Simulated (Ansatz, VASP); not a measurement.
# Si8C9: VASP beside Ansatz

```xyz
17
Lattice="0.0000 4.3580 4.3580 4.3580 0.0000 4.3580 4.3580 4.3580 0.0000" Properties=species:S:1:pos:R:3 pbc="T T T"
Si    0.0000    0.0000    0.0000
Si    2.1790    2.1790   -0.0663
Si    2.1790   -0.0663    2.1790
Si    4.4243    2.1790    2.1790
Si   -0.0663    2.1790    2.1790
Si    2.1790    4.4243    2.1790
Si    2.1790    2.1790    4.4243
Si    4.3580    4.3580    4.3580
C     1.1286    1.1286    1.1286
C     3.2294    3.2294    1.1286
C     3.2294    1.1286    3.2294
C     5.4432    3.2728    3.2728
C     1.1286    3.2294    3.2294
C     3.2728    5.4432    3.2728
C     3.2728    3.2728    5.4432
C     5.4432    5.4432    5.4432
C     2.1790    2.1790    2.1790
```

Alike in both runs: functional PBEsol; k mesh 2 × 2 × 2; occupations gaussian, width 0.02 eV; no spin polarisation.

Ansatz relaxed the structure, and its values are those at the end. VASP's run is a single point on that final structure, the one shown.

|  | VASP | Ansatz |
| --- | --- | --- |
| version | VASP 6.6.1 | Ansatz 0.2.0 |
| potentials or method | VASP PAW PBE potentials, release 64 (Si, C) | plane waves, PAW |
| plane-wave cutoff (eV) | 520 | 420 |
| valence electrons in the cell | 68 | 68 |

```csv
,VASP,Ansatz,Ansatz less VASP
gap on the k mesh at the Fermi level (eV),none,none,-
rms of the force components (eV/Å),0.024,0.025,+0.0015
```

VASP's potentials were made for PBE, not for PBEsol. A gap of «none» marks a metal or a gap that the smearing closes. The functional is the same, so the differences come from potentials, cutoffs and numerics.

The k mesh is coarse, so the values compare programs but aren't converged.
